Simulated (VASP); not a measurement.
# MgO (P6_3/mmc) in VASP: further runs, part 2 of 2

VASP 6.6.1. Earlier steps stand in the parts before.

### Step 3. Single point, PBEsol (strain +0.000 along x and y, -0.025 along z)

Contents of INCAR:

```
SYSTEM = MgO
PREC = Accurate ; ENCUT = 520
EDIFF = 1E-7 ; ISMEAR = 0
SIGMA = 0.05 ; LREAL = .FALSE.
LASPH = .TRUE. ; NELM = 60
ALGO = Normal ; ISIF = 2
LWAVE = .FALSE. ; LCHARG = .FALSE.
GGA = PS ; NBANDS = 16
```

Contents of KPOINTS:

```
regular mesh
0
G
  9 9 6
  0 0 0
```

Contents of POSCAR:

```
MgO
1.0
    3.4863778627      0.0000000000      0.0000000000
   -1.7431889314      3.0192917963      0.0000000000
    0.0000000000      0.0000000000      4.0735901895
Mg O
2 2
Direct
    0.6666666667      0.3333333333      0.7500000000
    0.3333333333      0.6666666667      0.2500000000
    0.6666666667      0.3333333333      0.2500000000
    0.3333333333      0.6666666667      0.7500000000
```

Potentials or basis: VASP PAW PBE potentials, release 64 (Mg, O).

Started as:

```bash
cat potpaw_PBE.64/Mg/POTCAR potpaw_PBE.64/O/POTCAR > POTCAR
mpirun -np 1 vasp_std > vasp.out
```

OUTCAR:

```text
SYSTEM = MgO
   PREC = Accurate
   ENCUT = 520
   EDIFF = 1E-7
   ISMEAR = 0
   LREAL = .FALSE.
   LASPH = .TRUE.
   NELM = 60
   ISIF = 2
   GGA = PS

 ion  position               nearest neighbor table
   1  0.667  0.333  0.750-   4 2.01   4 2.01   4 2.01   3 2.04   3 2.04   2 2.86   2 2.86   2 2.86
                             2 2.86   2 2.86   2 2.86
   2  0.333  0.667  0.250-   3 2.01   3 2.01   3 2.01   4 2.04   4 2.04   1 2.86   1 2.86   1 2.86
                             1 2.86   1 2.86   1 2.86
   3  0.667  0.333  0.250-   2 2.01   2 2.01   2 2.01   1 2.04   1 2.04
   4  0.333  0.667  0.750-   1 2.01   1 2.01   1 2.01   2 2.04   2 2.04

[... 661 lines left out ...]
  -------------------------------------------------------------------------------------
  Total        0.7229896      0.7229896      2.3938691     -0.0000000      0.0000000      0.0000000
  in kB       27.0138048     27.0138048     89.4445934     -0.0000000      0.0000000      0.0000000
  external PRESSURE =      47.8240677 kB  Pullay stress =       0.0000000 kB

 VOLUME and BASIS-vectors are now :
 -----------------------------------------------------------------------------
  energy-cutoff  :      520.00
  volume of cell :       42.88
      direct lattice vectors                 reciprocal lattice vectors
     3.486377863  0.000000000  0.000000000     0.286830642  0.165601748  0.000000000
    -1.743188931  3.019291796  0.000000000     0.000000000  0.331203497  0.000000000
     0.000000000  0.000000000  4.073590189     0.000000000  0.000000000  0.245483702

 POSITION                                       TOTAL-FORCE (eV/Angst)
 -----------------------------------------------------------------------------------
      1.74319      1.00643      3.05519         0.000000     -0.000000      0.000000
     -0.00000      2.01286      1.01840         0.000000      0.000000      0.000000
      1.74319      1.00643      1.01840        -0.000000      0.000000      0.000000
     -0.00000      2.01286      3.05519         0.000000      0.000000      0.000000
 -----------------------------------------------------------------------------------
    total drift:                                0.000000     -0.000000      0.000000

  FREE ENERGIE OF THE ION-ELECTRON SYSTEM (eV)
  ---------------------------------------------------
  free  energy   TOTEN  =       -24.7243693859 eV

  energy  without entropy=      -24.7243693859  energy(sigma->0) =      -24.72436939
```

OSZICAR:

```text
N       E                     dE             d eps       ncg     rms          rms(c)
DAV:   1     0.571081434885E+02    0.57108E+02   -0.75764E+03  1536   0.891E+02
DAV:   2    -0.248657678458E+02   -0.81974E+02   -0.75083E+02  2152   0.195E+02
DAV:   3    -0.284000599511E+02   -0.35343E+01   -0.35251E+01  1728   0.414E+01
DAV:   4    -0.284141765876E+02   -0.14117E-01   -0.14116E-01  1896   0.303E+00
DAV:   5    -0.284142467811E+02   -0.70193E-04   -0.70193E-04  1752   0.204E-01    0.105E+01
DAV:   6    -0.248381796447E+02    0.35761E+01   -0.89163E+00  1648   0.233E+01    0.342E+00
DAV:   7    -0.247650556271E+02    0.73124E-01   -0.13857E-01  1568   0.300E+00    0.207E+00
DAV:   8    -0.247265355115E+02    0.38520E-01   -0.89824E-02  1744   0.312E+00    0.501E-01
DAV:   9    -0.247239172576E+02    0.26183E-02   -0.69733E-03  1784   0.733E-01    0.107E-01
DAV:  10    -0.247243650477E+02   -0.44779E-03   -0.36623E-04  1576   0.151E-01    0.226E-02
DAV:  11    -0.247243710883E+02   -0.60406E-05   -0.11252E-05  1856   0.254E-02    0.160E-02
DAV:  12    -0.247243697582E+02    0.13301E-05   -0.29631E-06  1568   0.144E-02    0.529E-03
DAV:  13    -0.247243693631E+02    0.39515E-06   -0.11006E-06  1744   0.841E-03    0.402E-04
DAV:  14    -0.247243693859E+02   -0.22787E-07   -0.12821E-08   832   0.101E-03
   1 F= -.24724369E+02 E0= -.24724369E+02  d E =-.186089E-14
```

It took 50 s on 1 thread of AMD EPYC 7R13, shared host; peak memory 0.15 GiB.

Results:

- Free energy: -24.7244 eV
- Pressure: 4.8 GPa
- Band gap on the k mesh: 3.47 eV, direct

Levels at points of the mesh, in eV from the valence-band top:
| k point | band 6 | band 7 | band 8 | band 9 | band 10 | band 11 |
| --- | --- | --- | --- | --- | --- | --- |
| (0.00, 0.00, 0.00) | -0.78 | -0.78 | 0.00 | 3.47 | 9.73 | 12.45 |
| (0.00, 0.00, 0.50) | -1.32 | -1.32 | -1.32 | 6.54 | 6.54 | 12.81 |

Caveat: the cell differs from its parent crystal (strain +0.000 along x and y, -0.025 along z); the PAW data sets were made with another functional, which shifts forces and pressure a little.

### Step 4. Single point, PBEsol (strain -0.025 along x and y, +0.025 along z)

Contents of INCAR:

```
  PREC = Accurate
  ENCUT = 520
  EDIFF = 1E-6
  ISMEAR = 0
  SIGMA = 0.05
  LREAL = F
  LASPH = T
  NELM = 60
  ALGO = Normal
  ISIF = 2
  LWAVE = F
  LCHARG = F
  GGA = PS
  NBANDS = 16
```

Contents of KPOINTS:

```
Automatic mesh
0
Gamma
  9 9 6
```

Contents of POSCAR:

```
MgO
1.0
    3.3992184161      0.0000000000      0.0000000000
   -1.6996092081      2.9438095014      0.0000000000
    0.0000000000      0.0000000000      4.2824922505
Mg O
2 2
Direct
    0.6666666667      0.3333333333      0.7500000000
    0.3333333333      0.6666666667      0.2500000000
    0.6666666667      0.3333333333      0.2500000000
    0.3333333333      0.6666666667      0.7500000000
```

Started as:

```bash
cat potpaw_PBE.64/Mg/POTCAR potpaw_PBE.64/O/POTCAR > POTCAR
mpirun -np 1 vasp_std > vasp.out
```

Run time: 42 s. Hardware: 1 thread of AMD EPYC 7R13, shared host; peak memory 0.15 GiB.

It converged, with:

* Free energy: -24.6991 eV
* Pressure: 4.9 GPa
* Band gap on the k mesh: 3.40 eV, direct

Stress tensor (GPa, compression positive):
```
 7.94  0.00  0.00
 0.00  7.94  0.00
 0.00  0.00 -1.32
```

Levels at points of the mesh, in eV from the valence-band top:
| k point | band 6 | band 7 | band 8 | band 9 | band 10 | band 11 |
| --- | --- | --- | --- | --- | --- | --- |
| (0.00, 0.00, 0.00) | -0.96 | -0.96 | 0.00 | 3.39 | 9.40 | 11.82 |
| (0.00, 0.00, 0.50) | -1.39 | -1.39 | -1.39 | 6.41 | 6.41 | 13.25 |

Caveat: the cell differs from its parent crystal (strain -0.025 along x and y, +0.025 along z); the PAW data sets were made with another functional, which shifts forces and pressure a little.

### Step 5. Summary

```csv
cell,gap on the mesh (eV),pressure (GPa)
"a = 3.399, b = 3.399, c = 4.178 Å, angles 90.0, 90.0, 120.0°, 4 atoms",3.55,8.4
"a = 3.486, b = 3.486, c = 4.074 Å, angles 90.0, 90.0, 120.0°, 4 atoms",3.47,4.8
"a = 3.399, b = 3.399, c = 4.282 Å, angles 90.0, 90.0, 120.0°, 4 atoms",3.40,4.9
```

Alike in all rows: task single point; level PBEsol; potentials or basis VASP PAW PBE potentials, release 64 (Mg, O); no spin polarisation; k mesh 9 × 9 × 6; cutoff (eV) 520; smearing gaussian 0.05 eV.

Caveats: the PAW data sets were made with another functional, which shifts forces and pressure a little.

Total energies depend on the potentials used, so only differences within one code and one set of settings carry meaning.
